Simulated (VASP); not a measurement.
# Pd (P6_3/mmc) in VASP: relaxation of cell and atoms with PBE

Aim: the relaxation of cell and atoms of Pd with PBE.

Program: VASP 6.6.1. These are calculated values, not measurements. Logs are shortened: lines on timing, memory, paths and dates and some standing lists are left out, and cuts for length are marked.

### 1 The cell of the first run

Symmetry: P6_3/mmc, No. 194, hexagonal system. The conventional cell has a = 2.763 Å, b = 2.763 Å, c = 9.118 Å, α = 90.00°, β = 90.00°, γ = 120.00°. Within 3.6 Å of Pd (site symmetry -3m) lie 12 Pd at 2.76 to 2.78 Å. Pd (site symmetry -6m2) has 12 Pd at 2.76 to 2.78 Å within 3.6 Å.

### 2 Relaxation of cell and atoms, PBE

File INCAR:

```
ALGO = Normal
EDIFF = 1E-6
EDIFFG = -0.005
ENCUT = 600
GGA = PE
IBRION = 2
ISIF = 3
ISMEAR = 0
LASPH = True
LCHARG = False
LREAL = False
LWAVE = False
NELM = 100
NSW = 100
PREC = Accurate
SIGMA = 0.1
```

File KPOINTS:

```
k-points
0
Gamma
  18 18 6
```

File POSCAR:

```
Pd
1.0
    2.7625616691      0.0000000000      0.0000000000
   -1.3812808346      2.3924485850      0.0000000000
    0.0000000000      0.0000000000      9.1183940900
Pd
4
Direct
    0.0000000000      0.0000000000      0.0000000000
    0.3333333300      0.6666666700      0.2500000000
    0.0000000000      0.0000000000      0.5000000000
    0.6666666700      0.3333333300      0.7500000000
```

Potentials or basis: VASP PAW PBE potentials, release 64 (Pd).

On the command line:

```
cat potpaw_PBE.64/Pd/POTCAR > POTCAR
mpirun -np 1 vasp_std > vasp.out
```

OUTCAR:

```text
EDIFF = 1E-6
   EDIFFG = -0.005
   ENCUT = 600
   GGA = PE
   IBRION = 2
   ISIF = 3
   ISMEAR = 0
   LASPH = True
   LREAL = False
   NELM = 100
   NSW = 100
   PREC = Accurate

 ion  position               nearest neighbor table
   1  0.000  0.000  0.000-   2 2.78   4 2.78   4 2.78   2 2.78   4 2.78   2 2.78
   2  0.333  0.667  0.250-   1 2.78   3 2.78   1 2.78   3 2.78   1 2.78   3 2.78
   3  0.000  0.000  0.500-   2 2.78   4 2.78   4 2.78   2 2.78   4 2.78   2 2.78
   4  0.667  0.333  0.750-   1 2.78   3 2.78   1 2.78   3 2.78   1 2.78   3 2.78

  LATTYP: Found a hexagonal cell.
 ALAT       =     2.7625616691
 C/A-ratio  =     3.3007024574

  Lattice vectors:

 A1 = (   2.7625616691,   0.0000000000,   0.0000000000)
 A2 = (  -1.3812808346,   2.3924485850,   0.0000000000)
 A3 = (   0.0000000000,   0.0000000000,   9.1183940900)

Analysis of symmetry for initial positions (statically):
=====================================================================
 Subroutine PRICEL returns:
 Original cell was already a primitive cell.

 Routine SETGRP: Setting up the symmetry group for a
 hexagonal supercell.

 Subroutine GETGRP returns: Found 24 space group operations
 (whereof 12 operations were pure point group operations)
 out of a pool of 24 trial point group operations.

The static configuration has the point symmetry D_3d.
 The point group associated with its full space group is D_6h.

Analysis of symmetry for dynamics (positions and initial velocities):
=====================================================================
 Subroutine PRICEL returns:
 Original cell was already a primitive cell.

 Routine SETGRP: Setting up the symmetry group for a
 hexagonal supercell.

 Subroutine GETGRP returns: Found 24 space group operations
 (whereof 12 operations were pure point group operations)
 out of a pool of 24 trial point group operations.

The dynamic configuration has the point symmetry D_3d.
 The point group associated with its full space group is D_6h.

 Subroutine INISYM returns: Found 24 space group operations
 (whereof 12 operations are pure point group operations),
 and found     1 'primitive' translations

----------------------------------------------------------------------------------------

                                     Primitive cell

  volume of cell :      60.2661

  direct lattice vectors                    reciprocal lattice vectors
[... 95 lines left out ...]
   IBRION =      2    ionic relax: 0-MD 1-quasi-New 2-CG
   NFREE  =      1    steps in history (QN), initial steepest desc. (CG)
   ISIF   =      3    stress and relaxation
   ISYM   =      2    0-nonsym 1-usesym 2-fastsym
   POTIM  = 0.5000    time-step for ionic-motion
   TEBEG  =    0.0;   TEEND  =   0.0 temperature during run
   PSTRESS=    0.0 pullay stress
   NELECT =      40.0000    total number of electrons
   NUPDOWN=      -1.0000    fix difference up-down
   EMIN   =  10.00;   EMAX   =-10.00  energy-range for DOS
   EFERMI =   0.00;   METHOD = LEGACY
   ISMEAR =     0;   SIGMA  =   0.10  broadening in eV -4-tet -1-fermi 0-gaus
   EFERMI_NEDOS =   21; number of points for ismear=-14 and -15
   IALGO  =     38    algorithm
   IMIX   =      4    mixing-type and parameters
     AMIX     =   0.40;   BMIX     =  1.00
     AMIX_MAG =   1.60;   BMIX_MAG =  1.00
  volume/ion in A,a.u.               =      15.07       101.67
  Fermi-wavevector in a.u.,A,eV,Ry     =   1.428029  2.698584 27.745929  2.039268
  Thomas-Fermi vector in A             =   2.548135
   LORBIT       =      0    0 simple, 1 ext, 2 COOP (PROOUT), +10 PAW based schemes
   GGA     = PE    functional components
   LHFCALC =     F    Hartree Fock is set to
   AEXX    =    0.0000 exact exchange contribution
   IVDW    =     0    specifies the selected vdW correction
   LEPSILON=     F    determine dielectric tensor
   LRPA    =     F    only Hartree local field effects (RPA)
 conjugate gradient relaxation of ions
 non-spin polarized calculation
 Gauss-broadening in eV      SIGMA  =   0.10
  energy-cutoff  :      600.00
  volume of cell :       60.27
 maximum number of plane-waves:      2051
 NGX is ok and might be reduce to    24
   NGX = 11   NGY = 11   NGZ = 37

--------------------------------------- Ionic step        1  -------------------------------------------

 number of electron      39.9999996 magnetization

 Free energy of the ion-electron system (eV)
  ---------------------------------------------------
  ext. energy  EPLUGINS =         0.00000000
  ---------------------------------------------------
  free energy    TOTEN  =       -20.82954878 eV

  energy without entropy =      -20.77940095  energy(sigma->0) =      -20.80447486

------------------------ aborting loop because EDIFF is reached ----------------------------------------

  FORCE on cell =-STRESS in cart. coord.  units (eV):
  Direction    XX          YY          ZZ          XY          YZ          ZX
  --------------------------------------------------------------------------------------
  -------------------------------------------------------------------------------------
  Total        1.1234356      1.1234356      1.1165192     -0.0000000      0.0000000     -0.0000000
  in kB       29.8666015     29.8666015     29.6827294     -0.0000000      0.0000000     -0.0000000
  external PRESSURE =      29.8053108 kB  Pullay stress =       0.0000000 kB
[... 63 lines left out ...]
--------------------------------------- Ionic step        3  -------------------------------------------

 number of electron      40.0000002 magnetization

 Free energy of the ion-electron system (eV)
  ---------------------------------------------------
  ext. energy  EPLUGINS =         0.00000000
  ---------------------------------------------------
  free energy    TOTEN  =       -20.83884801 eV

  energy without entropy =      -20.78736671  energy(sigma->0) =      -20.81310736

 E-fermi :   9.1629     XC(G=0): -12.9465

 val. band max:        9.1604119970   @ k =   0.2778   0.1667   0.3333
 cond. band min:       9.1648945952   @ k =   0.3889   0.2222   0.3333
 fundamental gap:      0.0044825981
 Fermi energy:         9.1629112503

 k-point     1 :       0.0000    0.0000    0.0000
  band No.  band energies     occupation
      1       2.3042      2.00000
      2       3.9217      2.00000
      3       3.9288      2.00000
      4       4.1426      2.00000
      5       6.4263      2.00000
      6       6.4272      2.00000
[... 637 lines left out ...]
     23      12.4026      0.00000
     24      14.8725      0.00000

 [... further k-points ...]
[... 5 lines left out ...]
  --------------------------------------------------------------------------------------
  -------------------------------------------------------------------------------------
  Total       -0.0037711     -0.0037711     -0.0017848      0.0000000     -0.0000000     -0.0000000
  in kB       -0.0985736     -0.0985736     -0.0466526      0.0000000     -0.0000000     -0.0000000
  external PRESSURE =      -0.0812666 kB  Pullay stress =       0.0000000 kB
[... 19 lines left out ...]
  FREE ENERGIE OF THE ION-ELECTRON SYSTEM (eV)
  ---------------------------------------------------
  free  energy   TOTEN  =       -20.8388480057 eV

  energy  without entropy=      -20.7873667107  energy(sigma->0) =      -20.81310736

 reached required accuracy - stopping structural energy minimisation
```

Run time: 4.8 min. Hardware: 1 thread of AMD EPYC 9R45 (Zen 5), shared host; peak memory 0.33 GiB.

Results:

| Quantity | Value |
| --- | --- |
| Free energy | -20.8388 eV |
| Relaxed volume | 15.32 Å³/atom |
| Relaxed cell | a = 2.778 Å, b = 2.778 Å, c = 9.170 Å, α = 90.00°, β = 90.00°, γ = 120.00° |
| Space group after relaxing (to 0.05 Å) | P6_3/mmc (No. 194) |
| Energy gained by relaxing | 2.3 meV/atom |
| Ionic steps | 3 |
| Pressure after relaxing | 0.0 GPa |

The path:
```csv
step,energy change (eV),largest force (eV/Å),pressure (GPa),volume (Å³)
1,0.0000,0.0000,2.98,60.27
2,0.0079,0.0000,-3.68,62.74
3,-0.0093,0.0000,-0.01,61.29
```

Final structure:
```cif
data_structure
_symmetry_space_group_name_H-M 'P 1'
_symmetry_Int_Tables_number 1
_cell_length_a 2.7782
_cell_length_b 2.7782
_cell_length_c 9.1697
_cell_angle_alpha 90.000
_cell_angle_beta 90.000
_cell_angle_gamma 120.000
_cell_volume 61.29
loop_
_atom_site_label
_atom_site_type_symbol
_atom_site_fract_x
_atom_site_fract_y
_atom_site_fract_z
_atom_site_occupancy
Pd1 Pd 0.00000 0.00000 0.00000 1
Pd2 Pd 0.33333 0.66667 0.25000 1
Pd3 Pd 0.00000 0.00000 0.50000 1
Pd4 Pd 0.66667 0.33333 0.75000 1
```

Levels at points of the mesh, in eV from the Fermi level:
```
           k point  band 18  band 19  band 20  band 21  band 22  band 23
(0.00, 0.00, 0.00)    -1.00    -1.00    -0.66    -0.66    -0.12    -0.12
(0.50, 0.00, 0.00)     0.16     0.18     0.19     1.51     2.44     3.65
(0.00, 0.00, 0.50)    -1.22    -0.83    -0.83    -0.35    -0.35    -0.35
(0.50, 0.00, 0.50)     0.02     0.16     0.16     2.45     2.45     3.80
```

Caveat: the bands computed are all filled at some k points, so no gap is given.
